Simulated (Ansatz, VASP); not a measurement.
**Two plane-wave programs on Pt**

```
CELL_PARAMETERS angstrom
0.00000 1.92087 1.92087
1.92087 0.00000 1.92087
1.92087 1.92087 0.00000
ATOMIC_POSITIONS crystal
Pt 0.00000 0.00000 0.00000
```

Alike in both runs: task single point; functional r2SCAN; k mesh 12 × 12 × 12; occupations fermi-dirac, width 0.05 eV; no spin polarisation.

```csv
,VASP,Ansatz
version,VASP 6.6.1,Ansatz 0.2.0
potentials or method,"VASP PAW PBE potentials, release 64 (Pt)",Ansatz PAW
plane-wave cutoff (eV),520,500
valence electrons in the cell,10,18
```

|  | VASP | Ansatz | Ansatz less VASP |
| --- | --- | --- | --- |
| gap on the k mesh at the Fermi level (eV) | none | none | - |
| pressure (GPa) | 26.7 | 25.5 | -1.22 |

VASP's potentials were made for PBE, not for r2SCAN. A gap of «none» marks a metal or a gap that the smearing closes. VASP's potentials hold 10 valence electrons a cell and Ansatz's 18, so a difference there can come from the potentials and not from the codes.

Spin-orbit coupling is off throughout.
